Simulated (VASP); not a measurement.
# TePb (Fm-3m) in VASP: further runs

TePb is run at these levels: PBE, r2SCAN, PBEsol, LDA; tasks: relaxation of cell and atoms, single point.

Program: VASP 6.6.1. These are calculated values, not measurements. Logs are shortened: lines on timing, memory, paths and dates and some standing lists are left out, and cuts for length are marked.

**1. The cell of the first run**

Symmetry: Fm-3m, No. 225, cubic system. Conventional cell: a = 6.033 Å, b = 6.033 Å, c = 6.033 Å, α = 90.00°, β = 90.00°, γ = 90.00°. Pb (site symmetry m-3m) has 6 Te at 3.02 Å within 4.0 Å. Te (site symmetry m-3m) has 6 Pb at 3.02 Å within 4.0 Å.

**2. Relaxation of cell and atoms, PBE**

INCAR

```
PREC = Accurate
ENCUT = 600
EDIFF = 1E-6
ISMEAR = -1
SIGMA = 0.02
LREAL = False
LASPH = True
NELM = 80
ALGO = Normal
ISIF = 3
LWAVE = False
LCHARG = False
GGA = PE
IBRION = 2
NSW = 80
EDIFFG = -0.005
```

KPOINTS

```
Automatic mesh
0
Gamma
  6 6 6
```

POSCAR

```
TePb
1.0
    0.0000000000      3.0166510000      3.0166510000
    3.0166510000      0.0000000000      3.0166510000
    3.0166510000      3.0166510000      0.0000000000
Pb Te
1 1
Direct
    0.0000000000      0.0000000000      0.0000000000
    0.5000000000      0.5000000000      0.5000000000
```

Potentials or basis: VASP PAW PBE potentials, release 64 (Pb_d, Te).

The run is started by

```bash
$ cat potpaw_PBE.64/Pb_d/POTCAR potpaw_PBE.64/Te/POTCAR > POTCAR
$ mpirun -np 1 vasp_std > vasp.out
```

OUTCAR:

```text
PREC = Accurate
   ENCUT = 600
   EDIFF = 1E-6
   ISMEAR = -1
   LREAL = False
   LASPH = True
   NELM = 80
   ISIF = 3
   GGA = PE
   IBRION = 2
   NSW = 80
   EDIFFG = -0.005

 ion  position               nearest neighbor table
   1  0.000  0.000  0.000-   2 3.02   2 3.02   2 3.02   2 3.02   2 3.02   2 3.02
   2  0.500  0.500  0.500-   1 3.02   1 3.02   1 3.02   1 3.02   1 3.02   1 3.02

  LATTYP: Found a face centered cubic cell.
 ALAT       =     6.0333020000

  Lattice vectors:

 A1 = (   0.0000000000,   3.0166510000,   3.0166510000)
 A2 = (   3.0166510000,   0.0000000000,   3.0166510000)
 A3 = (   3.0166510000,   3.0166510000,   0.0000000000)

Analysis of symmetry for initial positions (statically):
=====================================================================
 Subroutine PRICEL returns:
 Original cell was already a primitive cell.

 Routine SETGRP: Setting up the symmetry group for a
 face centered cubic supercell.

 Subroutine GETGRP returns: Found 48 space group operations
 (whereof 48 operations were pure point group operations)
 out of a pool of 48 trial point group operations.

The static configuration has the point symmetry O_h .

Analysis of symmetry for dynamics (positions and initial velocities):
=====================================================================
 Subroutine PRICEL returns:
 Original cell was already a primitive cell.

 Routine SETGRP: Setting up the symmetry group for a
 face centered cubic supercell.

 Subroutine GETGRP returns: Found 48 space group operations
 (whereof 48 operations were pure point group operations)
 out of a pool of 48 trial point group operations.

The dynamic configuration has the point symmetry O_h .

 Subroutine INISYM returns: Found 48 space group operations
 (whereof 48 operations are pure point group operations),
 and found     1 'primitive' translations

----------------------------------------------------------------------------------------

                                     Primitive cell

  volume of cell :      54.9042

  direct lattice vectors                    reciprocal lattice vectors
     0.000000000  3.016651000  3.016651000    -0.165746717  0.165746717  0.165746717
     3.016651000  0.000000000  3.016651000     0.165746717 -0.165746717  0.165746717
     3.016651000  3.016651000  0.000000000     0.165746717  0.165746717 -0.165746717

  length of vectors
     4.266188757  4.266188757  4.266188757     0.287081735  0.287081735  0.287081735

  position of ions in fractional coordinates (direct lattice)
     0.000000000  0.000000000  0.000000000
     0.500000000  0.500000000  0.500000000

  ion indices of the primitive-cell ions
   primitive index   ion index
                 1           1
                 2           2

----------------------------------------------------------------------------------------

 KPOINTS: Automatic mesh

Automatic generation of k-mesh.
 Grid dimensions read from file:
 generate k-points for:    6    6    6

 Generating k-lattice:

  Cartesian coordinates                     Fractional coordinates (reciprocal lattice)
    -0.027624453  0.027624453  0.027624453     0.166666667  0.000000000  0.000000000
     0.027624453 -0.027624453  0.027624453     0.000000000  0.166666667  0.000000000
     0.027624453  0.027624453 -0.027624453     0.000000000  0.000000000  0.166666667

  Length of vectors
     0.047846956  0.047846956  0.047846956

  Shift w.r.t. Gamma in fractional coordinates (k-lattice)
     0.000000000  0.000000000  0.000000000

 Subroutine IBZKPT returns following result:
 ===========================================

 Found     16 irreducible k-points:

 Following reciprocal coordinates:
            Coordinates               Weight
  0.000000  0.000000  0.000000      1.000000
  0.166667  0.000000  0.000000      8.000000
  0.333333  0.000000  0.000000      8.000000
  0.500000  0.000000  0.000000      4.000000
  0.166667  0.166667  0.000000      6.000000
  0.333333  0.166667  0.000000     24.000000
[... 8 lines left out ...]
[... 38 lines left out ...]
  Thomas-Fermi vector in A             =   2.305661
   LORBIT       =      0    0 simple, 1 ext, 2 COOP (PROOUT), +10 PAW based schemes
   GGA     = PE    functional components
   LHFCALC =     F    Hartree Fock is set to
   AEXX    =    0.0000 exact exchange contribution
   IVDW    =     0    specifies the selected vdW correction
   LEPSILON=     F    determine dielectric tensor
   LRPA    =     F    only Hartree local field effects (RPA)
 conjugate gradient relaxation of ions
 non-spin polarized calculation
  energy-cutoff  :      600.00
  volume of cell :       54.90
 maximum number of plane-waves:      1853
 NGX is ok and might be reduce to    36
   NGX = 17   NGY = 17   NGZ = 17

--------------------------------------- Ionic step        1  -------------------------------------------

 number of electron      19.9999998 magnetization

 Free energy of the ion-electron system (eV)
  ---------------------------------------------------
  ext. energy  EPLUGINS =         0.00000000
  ---------------------------------------------------
  free energy    TOTEN  =        -6.82759145 eV

  energy without entropy =       -6.82743578  energy(sigma->0) =       -6.82751362

 E-fermi :   8.7951     XC(G=0): -10.2630

 val. band max:        8.7190839432   @ k =   0.5000   0.0000   0.0000
 cond. band min:       8.8711800386   @ k =   0.5000   0.0000   0.0000
 fundamental gap:      0.1520960954
 Fermi energy:         8.7951319921

 k-point     1 :       0.0000    0.0000    0.0000
  band No.  band energies     occupation
      1      -8.6396      2.00000
      2      -8.6396      2.00000
      3      -8.6097      2.00000
      4      -8.6097      2.00000
      5      -8.6097      2.00000
      6      -5.3874      2.00000
      7       3.6225      2.00000
      8       6.3804      2.00000
      9       6.3804      2.00000
     10       6.3804      2.00000
     11      12.8369      0.00000
     12      12.8369      0.00000
     13      12.8369      0.00000
     14      13.8547      0.00000
[... 662 lines left out ...]
 POSITION                                       TOTAL-FORCE (eV/Angst)
 -----------------------------------------------------------------------------------
      0.00000      3.28695      3.28695         0.000000     -0.000000     -0.000000
      3.28695      3.28695      3.28695        -0.000000      0.000000      0.000000
 -----------------------------------------------------------------------------------
    total drift:                               -0.000000     -0.000000      0.000000

  FREE ENERGIE OF THE ION-ELECTRON SYSTEM (eV)
  ---------------------------------------------------
  free  energy   TOTEN  =        -7.5206273550 eV

  energy  without entropy=       -7.5206273550  energy(sigma->0) =       -7.52062736

--------------------------------------- Ionic step        5  -------------------------------------------

 number of electron      19.9999999 magnetization

 Free energy of the ion-electron system (eV)
  ---------------------------------------------------
  ext. energy  EPLUGINS =         0.00000000
  ---------------------------------------------------
  free energy    TOTEN  =        -7.52070438 eV

  energy without entropy =       -7.52070438  energy(sigma->0) =       -7.52070438

 E-fermi :   5.4275     XC(G=0):  -9.0856

 val. band max:        5.0111305477   @ k =   0.5000   0.0000   0.0000
 cond. band min:       5.8408040231   @ k =   0.5000   0.0000   0.0000
 fundamental gap:      0.8296734754
 Fermi energy:         5.4275088590

 k-point     1 :       0.0000    0.0000    0.0000
  band No.  band energies     occupation
      1     -11.6342      2.00000
      2     -11.6342      2.00000
      3     -11.6285      2.00000
      4     -11.6285      2.00000
      5     -11.6285      2.00000
      6      -6.6132      2.00000
      7      -0.6963      2.00000
      8       3.8511      2.00000
      9       3.8511      2.00000
     10       3.8511      2.00000
     11       9.0386      0.00000
     12       9.0386      0.00000
     13       9.0386      0.00000
     14      10.9228      0.00000
[... 275 lines left out ...]
 POSITION                                       TOTAL-FORCE (eV/Angst)
 -----------------------------------------------------------------------------------
      3.28320      0.00000      3.28320        -0.000000      0.000000      0.000000
      3.28320      3.28320      3.28320         0.000000     -0.000000     -0.000000
 -----------------------------------------------------------------------------------
    total drift:                                0.000000      0.000000      0.000000

  FREE ENERGIE OF THE ION-ELECTRON SYSTEM (eV)
  ---------------------------------------------------
  free  energy   TOTEN  =        -7.5207043755 eV

  energy  without entropy=       -7.5207043754  energy(sigma->0) =       -7.52070438

 reached required accuracy - stopping structural energy minimisation
```

Wall time 29 s (1 thread of Intel Xeon 6975P-C (Granite Rapids), shared host); peak memory 0.22 GiB.

What came out:

- Free energy: -7.5207 eV
- Relaxed volume: 35.39 Å³/atom
- Relaxed cell: a = 4.643 Å, b = 4.643 Å, c = 4.643 Å, α = 60.00°, β = 60.00°, γ = 60.00°
- Space group after relaxing (to 0.05 Å): Fm-3m (No. 225)
- Energy gained by relaxing: 346.6 meV/atom
- Ionic steps: 5
- Pressure after relaxing: 0.0 GPa
- Band gap on the k mesh: 0.83 eV, direct

The path:
```
step  energy change (eV)  largest force (eV/Å)  pressure (GPa)  volume (Å³)
   1              0.0000                0.0000           17.68        54.90
   2             -0.5137                0.0000           -4.19        82.66
   3             -0.6931                0.0000            0.09        70.68
   4             -0.6930                0.0000           -0.12        71.02
   5             -0.6931                0.0000            0.02        70.78
```

Final structure:
```xyz
2
Lattice="0.0000 3.2832 3.2832 3.2832 0.0000 3.2832 3.2832 3.2832 0.0000" Properties=species:S:1:pos:R:3 pbc="T T T"
Pb    3.2832    0.0000    3.2832
Te    3.2832    3.2832    3.2832
```

Levels at points of the mesh, in eV from the valence-band top:
```
           k point  band 8  band 9  band 10  band 11  band 12  band 13
(0.00, 0.00, 0.00)   -1.16   -1.16    -1.16     4.03     4.03     4.03
(0.50, 0.00, 0.00)   -0.73   -0.73     0.00     0.83     1.39     1.39
(0.50, 0.50, 0.00)   -4.12   -2.52    -2.52     3.50     5.31     5.31
```

Caveat: the volume moved by over 15 % at a fixed basis, so the end points are rough; spin-orbit coupling is left out, which moves the levels of the heavy elements. A k mesh can miss the band edges.

**3. Single point, r2SCAN**

This run uses another cell than the first one, of 34.90 Å³/atom, 1.271 times its volume.

POSCAR

```
TePb
1.0
    0.0000000000      3.2678368411      3.2678368411
    3.2678368411      0.0000000000      3.2678368411
    3.2678368411      3.2678368411      0.0000000000
Pb Te
1 1
Direct
    0.0000000000      0.0000000000      0.0000000000
    0.5000000000      0.5000000000      0.5000000000
```

INCAR.step1

```
  ALGO = Normal
  EDIFF = 1E-4
  ENCUT = 520
  GGA = PE
  ISMEAR = 0
  LASPH = T
  LCHARG = F
  LREAL = F
  LWAVE = T
  NBANDS = 17
  NELM = 60
  PREC = Accurate
  SIGMA = 0.01
```

INCAR.step2

```
  ALGO = Normal
  EDIFF = 1E-6
  ENCUT = 520
  ISIF = 2
  ISMEAR = 0
  ISTART = 1
  LASPH = T
  LCHARG = F
  LMIXTAU = T
  LREAL = F
  LWAVE = F
  METAGGA = R2SCAN
  NBANDS = 17
  NELM = 60
  PREC = Accurate
  SIGMA = 0.01
```

KPOINTS

```
k-points
0
Gamma
  8 8 8
```

Potentials or basis: VASP PAW PBE potentials, release 64 (Pb_d, Te).

The run is started by

```bash
$ cat potpaw_PBE.64/Pb_d/POTCAR potpaw_PBE.64/Te/POTCAR > POTCAR
$ cp INCAR.step1 INCAR
$ mpirun -np 1 vasp_std > vasp.out
$ cp INCAR.step2 INCAR
$ mpirun -np 1 vasp_std > vasp.out
```

It took 58 s on 1 thread of Intel Xeon 6975P-C (Granite Rapids), shared host; peak memory 0.23 GiB.

Results (log left out):

```yaml
Free_energy: -82.7061 eV
Pressure: 0.0 GPa
Band_gap_on_the_k_mesh: 1.09 eV, direct
```

Levels at points of the mesh, in eV from the valence-band top:
| k point | band 6 | band 7 | band 8 | band 9 | band 10 | band 11 | band 12 | band 13 | band 14 | band 15 |
| --- | --- | --- | --- | --- | --- | --- | --- | --- | --- | --- |
| (0.00, 0.00, 0.00) | -12.22 | -5.72 | -1.35 | -1.35 | -1.35 | 4.32 | 4.32 | 4.32 | 6.27 | 6.27 |
| (0.50, 0.00, 0.00) | -10.80 | -8.71 | -0.90 | -0.90 | 0.00 | 1.09 | 1.51 | 1.51 | 8.91 | 9.61 |
| (0.50, 0.50, 0.00) | -10.56 | -7.44 | -4.41 | -2.76 | -2.76 | 3.74 | 5.71 | 5.71 | 6.97 | 10.46 |

Caveat: the PAW data sets were made with another functional, which shifts forces and pressure a little; spin-orbit coupling is left out, which moves the levels of the heavy elements. A k mesh can miss the band edges.

**4. Relaxation of cell and atoms, PBEsol**

This run uses another cell than the first one, of 35.44 Å³/atom, 1.291 times its volume.

INCAR

```
ALGO     = Normal         # electronic algorithm
EDIFF    = 1E-7           # SCF threshold, eV
EDIFFG   = -0.005         # ionic threshold
ENCUT    = 600            # plane-wave cutoff, eV
GGA      = PS             # functional
IBRION   = 2              # ionic algorithm
ISIF     = 3              # what is computed and relaxed
ISMEAR   = -1             # smearing method
LASPH    = T              # aspherical terms in the spheres
LCHARG   = F              # write CHGCAR
LREAL    = F              # projectors in reciprocal space
LWAVE    = F              # write WAVECAR
NELM     = 100            # most SCF steps
NSW      = 80             # ionic steps
PREC     = Accurate       # precision mode
SIGMA    = 0.02           # smearing width, eV
```

KPOINTS

```
k-points
0
Gamma
  6 6 6
```

POSCAR

```
TePb
1.0
    0.0000000000      3.2846542175      3.2846542175
    3.2846542175      0.0000000000      3.2846542175
    3.2846542175      3.2846542175      0.0000000000
Pb Te
1 1
Direct
    0.0000000000      0.0000000000      0.0000000000
    0.5000000000      0.5000000000      0.5000000000
```

The run is started by

```bash
$ cat potpaw_PBE.64/Pb_d/POTCAR potpaw_PBE.64/Te/POTCAR > POTCAR
$ mpirun -np 1 vasp_std > vasp.out
```

It took 27 s on 1 thread of Intel Xeon 6975P-C (Granite Rapids), shared host; peak memory 0.25 GiB.

It converged, with:

```yaml
Free_energy: -8.2604 eV
Relaxed_volume: 33.45 Å³/atom
Relaxed_cell: a = 4.557 Å, b = 4.557 Å, c = 4.557 Å, α = 60.00°, β = 60.00°, γ = 60.00°
Space_group_after_relaxing_to_0.05_Å: Fm-3m (No. 225)
Energy_gained_by_relaxing: 15.0 meV/atom
Ionic_steps: 3
Pressure_after_relaxing: 0.0 GPa
Band_gap_on_the_k_mesh: 0.65 eV, direct
```

The path:
| step | energy change (eV) | largest force (eV/Å) | pressure (GPa) | volume (Å³) |
| --- | --- | --- | --- | --- |
| 1 | 0.0000 | 0.0000 | -2.29 | 70.88 |
| 2 | -0.0273 | 0.0000 | 0.79 | 65.80 |
| 3 | -0.0299 | 0.0000 | 0.00 | 66.90 |

Final structure:
```
Pb Te
1.0
     0.00000    3.22208    3.22208
     3.22208    0.00000    3.22208
     3.22208    3.22208    0.00000
Pb Te
1 1
Direct
  0.00000 0.00000 0.00000
  0.50000 0.50000 0.50000
```

Levels at points of the mesh, in eV from the valence-band top:
```
           k point  band 7  band 8  band 9  band 10  band 11  band 12  band 13  band 14
(0.00, 0.00, 0.00)   -5.59   -1.37   -1.37    -1.37     4.07     4.07     4.07     5.74
(0.50, 0.00, 0.00)   -8.65   -0.90   -0.90     0.00     0.65     1.22     1.22     8.30
(0.50, 0.50, 0.00)   -7.32   -4.59   -2.85    -2.85     3.17     5.49     5.49     6.73
```

Caveat: the PAW data sets were made with another functional, which shifts forces and pressure a little; spin-orbit coupling is left out, which moves the levels of the heavy elements.

**5. Relaxation of cell and atoms, LDA**

This run uses another cell than the first one, of 35.44 Å³/atom, 1.291 times its volume.

INCAR

```
SYSTEM = TePb
PREC = Accurate
ENCUT = 600
EDIFF = 1E-6
ISMEAR = -1
SIGMA = 0.02
LREAL = .FALSE.
LASPH = .TRUE.
NELM = 80
ALGO = Normal
ISIF = 3
LWAVE = .FALSE.
LCHARG = .FALSE.
GGA = CA
IBRION = 2
NSW = 80
EDIFFG = -0.005
```

KPOINTS

```
Automatic mesh
0
G
  6 6 6
  0 0 0
```

POSCAR is that of step 4.

Potentials or basis: VASP PAW LDA potentials, release 64 (Pb_d, Te).

The run is started by

```bash
$ cat potpaw_LDA.64/Pb_d/POTCAR potpaw_LDA.64/Te/POTCAR > POTCAR
$ mpirun -np 1 vasp_std > vasp.out
```

Wall time 20 s (1 thread of Intel Xeon 6975P-C (Granite Rapids), shared host); peak memory 0.2 GiB.

Results (log left out):

```
Free energy                            : -8.7760 eV
Relaxed volume                         : 32.56 Å³/atom
Relaxed cell                           : a = 4.516 Å, b = 4.516 Å, c = 4.516 Å, α = 60.00°, β = 60.00°, γ = 60.00°
Space group after relaxing (to 0.05 Å) : Fm-3m (No. 225)
Energy gained by relaxing              : 33.3 meV/atom
Ionic steps                            : 3
Pressure after relaxing                : 0.0 GPa
Band gap on the k mesh                 : 0.56 eV, direct
```

Step by step:
| step | energy change (eV) | largest force (eV/Å) | pressure (GPa) | volume (Å³) |
| --- | --- | --- | --- | --- |
| 1 | 0.0000 | 0.0000 | -3.43 | 70.88 |
| 2 | -0.0591 | 0.0000 | 1.44 | 63.37 |
| 3 | -0.0667 | 0.0000 | -0.01 | 65.12 |

Final structure:
```
CELL_PARAMETERS angstrom
0.00000 3.19317 3.19317
3.19317 0.00000 3.19317
3.19317 3.19317 0.00000
ATOMIC_POSITIONS crystal
Pb 0.00000 0.00000 0.00000
Te 0.50000 0.50000 0.50000
```

Levels at points of the mesh, in eV from the valence-band top:
| k point | band 8 | band 9 | band 10 | band 11 | band 12 | band 13 |
| --- | --- | --- | --- | --- | --- | --- |
| (0.00, 0.00, 0.00) | -1.49 | -1.49 | -1.49 | 4.02 | 4.02 | 4.02 |
| (0.50, 0.00, 0.00) | -0.99 | -0.99 | 0.00 | 0.56 | 1.11 | 1.11 |
| (0.50, 0.50, 0.00) | -4.81 | -3.02 | -3.02 | 3.09 | 5.51 | 5.51 |

Caveat: spin-orbit coupling is left out, which moves the levels of the heavy elements.

**6. Summary**

```csv
task,level,potentials or basis,cell,k mesh,cutoff (eV),smearing,gap on the mesh (eV),pressure (GPa),relaxed volume (Å³/atom)
relaxation of cell and atoms,PBE,"VASP PAW PBE potentials, release 64 (Pb_d, Te)","relaxed from a = 4.266 Å, angles 60.0°, 2 atoms",6 × 6 × 6,600,fermi-dirac 0.02 eV,0.83,0.0,35.39
single point,r2SCAN,"VASP PAW PBE potentials, release 64 (Pb_d, Te)","a = 4.621 Å, angles 60.0°, 2 atoms",8 × 8 × 8,520,gaussian 0.01 eV,1.09,0.0,-
relaxation of cell and atoms,PBEsol,"VASP PAW PBE potentials, release 64 (Pb_d, Te)","relaxed from a = 4.645 Å, angles 60.0°, 2 atoms",6 × 6 × 6,600,fermi-dirac 0.02 eV,0.65,0.0,33.45
relaxation of cell and atoms,LDA,"VASP PAW LDA potentials, release 64 (Pb_d, Te)","relaxed from a = 4.645 Å, angles 60.0°, 2 atoms",6 × 6 × 6,600,fermi-dirac 0.02 eV,0.56,0.0,32.56
```

Alike in all rows: no spin polarisation.

Caveats: spin-orbit coupling is left out, which moves the levels of the heavy elements; the PAW data sets were made with another functional, which shifts forces and pressure a little (some runs); the volume moved by over 15 % at a fixed basis, so the end points are rough (some runs).

Absolute energies hang on the potentials; compare differences alone.
